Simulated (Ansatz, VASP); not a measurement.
## ZnO in VASP and in Ansatz

```xyz
2
Lattice="0.0000 2.0610 2.1152 2.0610 0.0000 2.1152 2.0610 2.0610 0.0000" Properties=species:S:1:pos:R:3 pbc="T T T"
Zn    0.0000    0.0000    0.0000
O     2.0610    2.0610    2.1152
```

Change from the starting cell: strain -0.050 along x and y, -0.025 along z, atoms carried along.

Alike in both runs: task single point; functional LDA; k mesh 12 × 12 × 12; occupations gaussian, width 0.05 eV; no spin polarisation.

|  | VASP | Ansatz |
| --- | --- | --- |
| version | VASP 6.6.1 | Ansatz 0.2.0 |
| potentials or method | VASP PAW LDA potentials, release 64 (Zn, O), cutoff 520 eV | scalar-relativistic, plane waves, PAW |
| valence electrons in the cell | 18 | 18 |

|  | VASP | Ansatz | Ansatz less VASP |
| --- | --- | --- | --- |
| gap on the k mesh at the Fermi level (eV) | 1.23 | 1.23 | +0.005 |
| least direct gap on the mesh (eV) | 2.95 | 2.96 | +0.012 |
| pressure (GPa) | 11.2 | 9.2 | -1.95 |
| traceless stress, the component that is largest in VASP (GPa) | -3.00 | -2.77 | +0.237 |

LDA's correlation is that of Perdew and Zunger in VASP and of Perdew and Wang (1992) in Ansatz.
